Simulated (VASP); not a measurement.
# Tc (P6_3/mmc) in VASP: further runs

Aim: see how the results for Tc move with the level of theory and the settings. Levels: LDA, PBE, BLYP. Tasks: single point.

Program: VASP 6.6.1. These are calculated values, not measurements. Logs are shortened: lines on timing, memory, paths and dates and some standing lists are left out, and cuts for length are marked.

### 1 The cell of the first run

It takes space group P6_3/mmc (No. 194, hexagonal). The conventional cell has a = 2.740 Å, b = 2.740 Å, c = 4.398 Å, α = 90.00°, β = 90.00°, γ = 120.00°. Tc (site symmetry -6m2) has 12 Tc at 2.71 to 2.74 Å within 3.6 Å.

### 2 Single point, LDA

Input file INCAR:

```
SYSTEM = Tc
  ALGO = Normal
  EDIFF = 1E-6
  ENCUT = 520
  GGA = CA
  ISIF = 2
  ISMEAR = -1
  LASPH = .TRUE.
  LCHARG = .FALSE.
  LREAL = .FALSE.
  LWAVE = .FALSE.
  NBANDS = 20
  NELM = 60
  PREC = Accurate
  SIGMA = 0.05
```

Input file KPOINTS:

```
k-points
0
G
  6 6 4
  0 0 0
```

Input file POSCAR:

```
Tc
1.0
    2.7400000000      0.0000000000      0.0000000000
   -1.3700000000      2.3729096064      0.0000000000
    0.0000000000      0.0000000000      4.3980000000
Tc
2
Direct
    0.6666666667      0.3333333333      0.7500000000
    0.3333333333      0.6666666667      0.2500000000
```

Potentials or basis: VASP PAW LDA potentials, release 64 (Tc_pv).

The run is started by

```bash
$ cat potpaw_LDA.64/Tc_pv/POTCAR > POTCAR
$ mpirun -np 1 vasp_std > vasp.out
```

OUTCAR:

```text
SYSTEM = Tc
   EDIFF = 1E-6
   ENCUT = 520
   GGA = CA
   ISIF = 2
   ISMEAR = -1
   LASPH = .TRUE.
   LREAL = .FALSE.
   NELM = 60
   PREC = Accurate

 ion  position               nearest neighbor table
   1  0.667  0.333  0.750-   2 2.71   2 2.71   2 2.71   2 2.71   2 2.71   2 2.71
   2  0.333  0.667  0.250-   1 2.71   1 2.71   1 2.71   1 2.71   1 2.71   1 2.71

  LATTYP: Found a hexagonal cell.
 ALAT       =     2.7400000000
 C/A-ratio  =     1.6051094891

  Lattice vectors:

 A1 = (   2.7400000000,   0.0000000000,   0.0000000000)
 A2 = (  -1.3700000000,   2.3729096064,   0.0000000000)
 A3 = (   0.0000000000,   0.0000000000,   4.3980000000)

Analysis of symmetry for initial positions (statically):
=====================================================================
 Subroutine PRICEL returns:
 Original cell was already a primitive cell.

 Routine SETGRP: Setting up the symmetry group for a
 hexagonal supercell.

 Subroutine GETGRP returns: Found 24 space group operations
 (whereof 12 operations were pure point group operations)
 out of a pool of 24 trial point group operations.

The static configuration has the point symmetry D_3d.
 The point group associated with its full space group is D_6h.

Analysis of symmetry for dynamics (positions and initial velocities):
=====================================================================
 Subroutine PRICEL returns:
 Original cell was already a primitive cell.

 Routine SETGRP: Setting up the symmetry group for a
 hexagonal supercell.

 Subroutine GETGRP returns: Found 24 space group operations
 (whereof 12 operations were pure point group operations)
 out of a pool of 24 trial point group operations.

The dynamic configuration has the point symmetry D_3d.
 The point group associated with its full space group is D_6h.

 Subroutine INISYM returns: Found 24 space group operations
 (whereof 12 operations are pure point group operations),
 and found     1 'primitive' translations

----------------------------------------------------------------------------------------

                                     Primitive cell

  volume of cell :      28.5948

  direct lattice vectors                    reciprocal lattice vectors
     2.740000000  0.000000000  0.000000000     0.364963504  0.210711777  0.000000000
    -1.370000000  2.372909606  0.000000000     0.000000000  0.421423554  0.000000000
     0.000000000  0.000000000  4.398000000     0.000000000  0.000000000  0.227376080

  length of vectors
     2.740000000  2.740000000  4.398000000     0.421423554  0.421423554  0.227376080

  position of ions in fractional coordinates (direct lattice)
     0.666666667  0.333333333  0.750000000
     0.333333333  0.666666667  0.250000000

  ion indices of the primitive-cell ions
   primitive index   ion index
                 1           1
                 2           2

----------------------------------------------------------------------------------------

 KPOINTS: k-points

Automatic generation of k-mesh.
 Grid dimensions read from file:
 generate k-points for:    6    6    4

 Generating k-lattice:

  Cartesian coordinates                     Fractional coordinates (reciprocal lattice)
     0.060827251  0.035118630  0.000000000     0.166666667  0.000000000  0.000000000
     0.000000000  0.070237259  0.000000000     0.000000000  0.166666667  0.000000000
     0.000000000  0.000000000  0.056844020     0.000000000  0.000000000  0.250000000

  Length of vectors
     0.070237259  0.070237259  0.056844020

  Shift w.r.t. Gamma in fractional coordinates (k-lattice)
     0.000000000  0.000000000  0.000000000

 Subroutine IBZKPT returns following result:
 ===========================================

 Found     21 irreducible k-points:

 Following reciprocal coordinates:
            Coordinates               Weight
  0.000000  0.000000  0.000000      1.000000
  0.166667 -0.000000  0.000000      6.000000
  0.333333  0.000000  0.000000      6.000000
  0.500000  0.000000  0.000000      3.000000
  0.166667  0.166667  0.000000      6.000000
  0.333333  0.166667  0.000000     12.000000
[... 13 lines left out ...]
  0.333333  0.166667  0.500000     12.000000
  0.333333  0.333333  0.500000      2.000000
   k-points           NKPTS =     21   k-points in BZ     NKDIM =     21   number of bands    NBANDS=     20
   number of dos      NEDOS =    301   number of ions     NIONS =      2
   total plane-waves  NPLWV =  14400
   dimension x,y,z NGX =    20 NGY =   20 NGZ =   36
   dimension x,y,z NGXF=    40 NGYF=   40 NGZF=   72
   ions per type =               2
   NGX,Y,Z   is equivalent  to a cutoff of  12.13, 12.13, 13.61 a.u.
   NGXF,Y,Z  is equivalent  to a cutoff of  24.27, 24.27, 27.22 a.u.
 SYSTEM =  Tc
   PREC   = accura    normal or accurate (medium, high low for compatibility)
   ISTART =      0    job   : 0-new  1-cont  2-samecut
   ICHARG =      2    charge: 1-file 2-atom 10-const
   ISPIN  =      1    spin polarized calculation?
   LNONCOLLINEAR =      F non collinear calculations
   LSORBIT =      F    spin-orbit coupling
   LASPH  =      T    aspherical Exc in radial PAW
   ENCUT  =  520.0 eV  38.22 Ry    6.18 a.u.   5.09  5.09  8.18*2*pi/ulx,y,z
   NELM   =     60;   NELMIN=  2; NELMDL= -5     # of ELM steps
   EDIFF  = 0.1E-05   stopping-criterion for ELM
   LREAL  =      F    real-space projection
   EDIFFG = 0.1E-04   stopping-criterion for IOM
   NSW    =      0    number of steps for IOM
   IBRION =     -1    ionic relax: 0-MD 1-quasi-New 2-CG
   NFREE  =      0    steps in history (QN), initial steepest desc. (CG)
   ISIF   =      2    stress and relaxation
   ISYM   =      2    0-nonsym 1-usesym 2-fastsym
   POTIM  = 0.5000    time-step for ionic-motion
   TEBEG  =    0.0;   TEEND  =   0.0 temperature during run
   PSTRESS=    0.0 pullay stress
   NELECT =      26.0000    total number of electrons
   NUPDOWN=      -1.0000    fix difference up-down
   EMIN   =  10.00;   EMAX   =-10.00  energy-range for DOS
   EFERMI =   0.00;   METHOD = LEGACY
   ISMEAR =    -1;   SIGMA  =   0.05  broadening in eV -4-tet -1-fermi 0-gaus
   EFERMI_NEDOS =   21; number of points for ismear=-14 and -15
   IALGO  =     38    algorithm
   IMIX   =      4    mixing-type and parameters
     AMIX     =   0.40;   BMIX     =  1.00
     AMIX_MAG =   1.60;   BMIX_MAG =  1.00
  volume/ion in A,a.u.               =      14.30        96.48
  Fermi-wavevector in a.u.,A,eV,Ry     =   1.586002  2.997108 34.224109  2.515401
  Thomas-Fermi vector in A             =   2.685380
   LORBIT       =      0    0 simple, 1 ext, 2 COOP (PROOUT), +10 PAW based schemes
   GGA     = CA    functional components
   LHFCALC =     F    Hartree Fock is set to
   AEXX    =    0.0000 exact exchange contribution
   IVDW    =     0    specifies the selected vdW correction
   LEPSILON=     F    determine dielectric tensor
   LRPA    =     F    only Hartree local field effects (RPA)
 non-spin polarized calculation
  energy-cutoff  :      520.00
  volume of cell :       28.59
 maximum number of plane-waves:       785
   NGX = 11   NGY = 11   NGZ = 17

 number of electron      25.9999997 magnetization

 Free energy of the ion-electron system (eV)
  ---------------------------------------------------
  ext. energy  EPLUGINS =         0.00000000
  ---------------------------------------------------
  free energy    TOTEN  =       -23.38728258 eV

  energy without entropy =      -23.36747586  energy(sigma->0) =      -23.37737922

 E-fermi :  12.4778     XC(G=0): -14.0326

 val. band max:       12.4620973172   @ k =   0.3333   0.3333   0.0000
 cond. band min:      12.4831054622   @ k =   0.1667  -0.0000   0.0000
 fundamental gap:      0.0210081450
 Fermi energy:        12.4777848274

 k-point     1 :       0.0000    0.0000    0.0000
  band No.  band energies     occupation
      1     -26.7666      2.00000
      2     -25.6366      2.00000
      3     -25.6366      2.00000
      4     -25.4478      2.00000
      5     -25.4478      2.00000
      6     -25.4132      2.00000
[... 12 lines left out ...]
     19      23.5538      0.00000
     20      26.8535      0.00000

 k-point     2 :       0.1667   -0.0000    0.0000
  band No.  band energies     occupation
      1     -26.6558      2.00000
      2     -25.8794      2.00000
      3     -25.7135      2.00000
      4     -25.6952      2.00000
      5     -25.4833      2.00000
      6     -25.4620      2.00000
[... 12 lines left out ...]
     19      23.3630      0.00000
     20      28.4252      0.00000

 k-point     3 :       0.3333    0.0000    0.0000
  band No.  band energies     occupation
      1     -26.3851      2.00000
      2     -26.3611      2.00000
      3     -26.1567      2.00000
      4     -25.8566      2.00000
      5     -25.6074      2.00000
      6     -25.5623      2.00000
[... 12 lines left out ...]
     19      22.8174      0.00000
     20      24.8549      0.00000

 k-point     4 :       0.5000    0.0000    0.0000
  band No.  band energies     occupation
      1     -26.5982      2.00000
      2     -26.3741      2.00000
      3     -26.1829      2.00000
      4     -25.9245      2.00000
      5     -25.7462      2.00000
      6     -25.6038      2.00000
[... 12 lines left out ...]
     19      23.9844      0.00000
     20      24.9029      0.00000

 k-point     5 :       0.1667    0.1667    0.0000
  band No.  band energies     occupation
      1     -26.4627      2.00000
      2     -26.1366      2.00000
      3     -26.1131      2.00000
      4     -25.7926      2.00000
      5     -25.6130      2.00000
      6     -25.5612      2.00000
[... 12 lines left out ...]
     19      23.1095      0.00000
     20      27.1655      0.00000
[... 284 lines left out ...]
      6     -25.7614      2.00000
[... 12 lines left out ...]
     19      23.8883      0.00000
     20      23.8883      0.00000

 k-point    19 :       0.1667    0.1667    0.5000
  band No.  band energies     occupation
      1     -26.3554      2.00000
      2     -26.3554      2.00000
      3     -25.8138      2.00000
      4     -25.8138      2.00000
      5     -25.6721      2.00000
      6     -25.6721      2.00000
[... 12 lines left out ...]
     19      28.0178      0.00000
     20      28.0178      0.00000

 k-point    20 :       0.3333    0.1667    0.5000
  band No.  band energies     occupation
      1     -26.5696      2.00000
      2     -26.5696      2.00000
      3     -25.9684      2.00000
      4     -25.9684      2.00000
      5     -25.6765      2.00000
      6     -25.6765      2.00000
[... 12 lines left out ...]
     19      25.0738      0.00000
     20      25.0738      0.00000

 k-point    21 :       0.3333    0.3333    0.5000
  band No.  band energies     occupation
      1     -26.4899      2.00000
      2     -26.4899      2.00000
      3     -26.2032      2.00000
      4     -26.2032      2.00000
      5     -25.6521      2.00000
      6     -25.6521      2.00000
[... 12 lines left out ...]
     19      24.2741      0.00000
     20      24.2741      0.00000

------------------------ aborting loop because EDIFF is reached ----------------------------------------

  FORCE on cell =-STRESS in cart. coord.  units (eV):
  Direction    XX          YY          ZZ          XY          YZ          ZX
  --------------------------------------------------------------------------------------
  -------------------------------------------------------------------------------------
  Total       -1.8679254     -1.8679254     -2.2178092      0.0000000      0.0000000     -0.0000000
  in kB     -104.6605762   -104.6605762   -124.2647028      0.0000000      0.0000000     -0.0000000
  external PRESSURE =    -111.1952851 kB  Pullay stress =       0.0000000 kB

 VOLUME and BASIS-vectors are now :
 -----------------------------------------------------------------------------
  energy-cutoff  :      520.00
  volume of cell :       28.59
      direct lattice vectors                 reciprocal lattice vectors
     2.740000000  0.000000000  0.000000000     0.364963504  0.210711777  0.000000000
    -1.370000000  2.372909606  0.000000000     0.000000000  0.421423554  0.000000000
     0.000000000  0.000000000  4.398000000     0.000000000  0.000000000  0.227376080

 POSITION                                       TOTAL-FORCE (eV/Angst)
 -----------------------------------------------------------------------------------
      1.37000      0.79097      3.29850         0.000000      0.000000      0.000000
     -0.00000      1.58194      1.09950        -0.000000      0.000000      0.000000
 -----------------------------------------------------------------------------------
    total drift:                               -0.000000      0.000000     -0.000000

  FREE ENERGIE OF THE ION-ELECTRON SYSTEM (eV)
  ---------------------------------------------------
  free  energy   TOTEN  =       -23.3872825759 eV

  energy  without entropy=      -23.3674758621  energy(sigma->0) =      -23.37737922
```

It took 4.2 s on 1 thread of Intel Xeon Platinum 8559C (Emerald Rapids), shared host; peak memory 0.13 GiB.

What came out:

```yaml
Free_energy: -23.3873 eV
Pressure: -11.1 GPa
Band_gap_on_the_k_mesh: zero (band 13 reaches 14.21 eV, above the bottom of band 14 at 10.82 eV)
```

Levels at points of the mesh, in eV from the Fermi level:
```csv
k point,band 10,band 11,band 12,band 13,band 14,band 15,band 16,band 17
"(0.00, 0.00, 0.00)",-1.53,-1.47,-0.81,-0.81,-0.09,-0.09,1.74,2.58
"(0.50, 0.00, 0.00)",-1.87,-1.11,-0.87,-0.47,2.99,3.37,3.42,5.38
"(0.00, 0.00, 0.50)",-1.85,-1.66,-1.66,-1.66,-1.66,1.90,1.90,1.90
"(0.50, 0.00, 0.50)",-3.67,0.17,0.17,1.48,1.48,3.24,3.24,4.43
```

Caveat: the k points lie up to 0.44 Å⁻¹ apart.

### 3 Single point, PBE

Input file INCAR:

```
  ALGO = Normal
  EDIFF = 1E-7
  ENCUT = 520
  GGA = PE
  ISIF = 2
  ISMEAR = -1
  LASPH = True
  LCHARG = False
  LREAL = False
  LWAVE = False
  NBANDS = 20
  NELM = 80
  PREC = Accurate
  SIGMA = 0.05
```

Input file KPOINTS:

```
k-points
0
Gamma
  6 6 4
```

POSCAR is that of step 2.

Potentials or basis: VASP PAW PBE potentials, release 64 (Tc_pv).

The run is started by

```bash
$ cat potpaw_PBE.64/Tc_pv/POTCAR > POTCAR
$ mpirun -np 1 vasp_std > vasp.out
```

Wall time 6.1 s (1 thread of Intel Xeon Platinum 8559C (Emerald Rapids), shared host); peak memory 0.14 GiB.

It converged, with:

- Free energy: -20.6565 eV
- Pressure: 3.0 GPa
- Band gap on the k mesh: zero (band 13 reaches 14.33 eV, above the bottom of band 14 at 10.98 eV)

Stress tensor (GPa, compression positive):
```
3.41 0.00 0.00
0.00 3.41 0.00
0.00 0.00 2.13
```

Levels at points of the mesh, in eV from the Fermi level:
```tsv
k point	band 10	band 11	band 12	band 13	band 14	band 15	band 16	band 17
(0.00, 0.00, 0.00)	-1.52	-1.46	-0.80	-0.80	-0.09	-0.09	1.71	2.56
(0.50, 0.00, 0.00)	-1.86	-1.11	-0.89	-0.47	2.97	3.35	3.39	5.35
(0.00, 0.00, 0.50)	-1.85	-1.65	-1.65	-1.65	-1.65	1.89	1.89	1.89
(0.50, 0.00, 0.50)	-3.66	0.17	0.17	1.46	1.46	3.22	3.22	4.41
```

Caveat: the k points lie up to 0.44 Å⁻¹ apart.

(Continued in part 2 of 2.)
